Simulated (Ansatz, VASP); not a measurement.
## One calculation of Sb, two programs

INCAR

```
ALGO     = Normal         # electronic algorithm
EDIFF    = 1E-7           # SCF threshold, eV
ENCUT    = 520            # plane-wave cutoff, eV
ISIF     = 2              # what is computed and relaxed
ISMEAR   = -1             # smearing method
LASPH    = T              # aspherical terms in the spheres
LCHARG   = F              # write CHGCAR
LREAL    = F              # projectors in reciprocal space
LWAVE    = F              # write WAVECAR
NBANDS   = 12             # bands
NELM     = 100            # most SCF steps
PREC     = Accurate       # precision mode
SIGMA    = 0.03           # smearing width, eV
```

The input KPOINTS:

```
k-points
0
Gamma
  12 12 7
```

File POSCAR:

```
Sb
1.0
    3.3577325362      0.0000000000      0.0000000000
   -1.6788662682      2.9078816755      0.0000000000
    0.0000000000      0.0000000000      5.3121737799
Sb
2
Direct
    0.3333333333      0.6666666667      0.2500000000
    0.6666666667      0.3333333333      0.7500000000
```

Input for Ansatz:

```yaml
crystal:
  lattice:
    - [3.3577325362, 0.0, 0.0]
    - [-1.6788662682, 2.9078816755, 0.0]
    - [0.0, 0.0, 5.3121737799]
  atoms:
    - { symbol: Sb, position: [0.3333333333, 0.6666666667, 0.25] }
    - { symbol: Sb, position: [0.6666666667, 0.3333333333, 0.75] }
kpoints:
  mp_grid: { grid: [12, 12, 7] }
  band_path:
    path:
      - [0.0, 0.0, 0.0]
      - [0.5, 0.0, 0.0]
      - [0.3333333333, 0.3333333333, 0.0]
      - [0.0, 0.0, 0.0]
      - [0.0, 0.0, 0.5]
      - [0.5, 0.0, 0.5]
      - [0.3333333333, 0.3333333333, 0.5]
      - [0.0, 0.0, 0.5]
      - [0.5, 0.0, 0.5]
    npoints: 5
scf:
  occupations: { method: fermi_dirac, width: 0.03 }
hamiltonian:
  xc: lda
  pseudopotentials: { kind: all_electron, lapw: { basis_error: 0.0005 } }
output:
  forces: true
  stress: true
  eigenvalues: true
```

Change from the starting cell: volume scaled by 0.99.

Alike in both runs: task single point; functional LDA; k mesh 12 × 12 × 7; occupations fermi-dirac, width 0.03 eV; no spin polarisation.

|  | VASP | Ansatz |
| --- | --- | --- |
| version | VASP 6.6.1 | Ansatz 0.2.0 |
| potentials or method | VASP PAW LDA potentials, release 64 (Sb), cutoff 520 eV | all-electron LAPW, scalar-relativistic |

VASP gave:

| Quantity | Value |
| --- | --- |
| pressure (GPa) | -0.6 |
| traceless stress, the component that is largest in VASP (GPa) | -1.05 |

**Question.** Which values does Ansatz return?

**Answer.** Pressure (GPa): -0.7; traceless stress, the component that is largest in VASP (GPa): -1.04.

LDA's correlation is that of Perdew and Zunger in VASP and of Perdew and Wang (1992) in Ansatz. Ansatz ran all-electron here, and VASP with PAW potentials.

Neither program's run includes spin-orbit coupling.
